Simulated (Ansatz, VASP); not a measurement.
One calculation of WSe2, two programs

```
CELL_PARAMETERS angstrom
3.21800 0.00000 0.00000
-1.60900 2.78687 0.00000
0.00000 0.00000 21.38000
ATOMIC_POSITIONS crystal
Se 0.66667 0.33333 0.42095
Se 0.66667 0.33333 0.57905
W 0.33333 0.66667 0.50000
```

Alike in both runs: task relaxation of the atoms; functional PBEsol; k mesh 12 × 12 × 1; occupations gaussian, width 0.02 eV; no spin polarisation.

|  | VASP | Ansatz |
| --- | --- | --- |
| version | VASP 6.6.1 | Ansatz 0.2.0 |
| potentials or method | VASP PAW PBE potentials, release 64 (Se, W_sv) | scalar-relativistic, plane waves, PAW |
| plane-wave cutoff (eV) | 520 | 420 |
| valence electrons in the cell | 26 | 46 |

|  | VASP | Ansatz | Ansatz less VASP |
| --- | --- | --- | --- |
| gap on the k mesh at the Fermi level, each at its own relaxed structure (eV) | 1.58 | 1.59 | +0.011 |

VASP's potentials were made for PBE, not for PBEsol. VASP's potentials hold 26 valence electrons a cell and Ansatz's 46, so a difference there can come from the potentials and not from the codes. Ansatz's warnings: slab cell height set, xc potential rough in thin density.

Spin-orbit coupling is off throughout.
